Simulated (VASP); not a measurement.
Runs of VASP 6.6.1 on Ti. The structure is that of space group Fm-3m (No. 225), or close to it. The cells are those of the table. This isn't the form of Ti at room conditions, which is hcp.

```csv
task,cell,cutoff (eV),gap on the mesh (eV),pressure (GPa)
single point,"a = 2.655 Å, angles 60.0°, 1 atom",520,none,45.3
single point,"a = 2.558 Å, angles 60.0°, 1 atom",520,none,75.9
single point,"a = 2.909 Å, angles 60.0°, 1 atom",520,none,-0.3
single point,"a = 2.339 Å, angles 60.0°, 1 atom",520,none,193.9
single point,"a = 2.229 Å, angles 60.0°, 1 atom",520,none,296.1
single point,"a = 2.829 Å, angles 60.0°, 1 atom",520,none,(b)
relaxation of cell and atoms,"relaxed from a = 2.908 Å, angles 60.0°, 1 atom",600,none,0.0
single point,"a = 2.745 Å, angles 60.0°, 1 atom",520,none,(a)
single point,"a = 2.454 Å, angles 60.0°, 1 atom",520,none,121.4
```

Alike in all rows: level PBE; potentials or basis VASP PAW PBE potentials, release 64 (Ti_sv); no spin polarisation; k mesh 18 × 18 × 18; smearing fermi-dirac 0.08 eV.

Task: Estimate the missing entries.

Result: (a) 24.4; (b) 9.9.

Caveats: the cell stands under pressure (at least some runs).

A gap of «none» marks levels without a gap at the run's occupations.
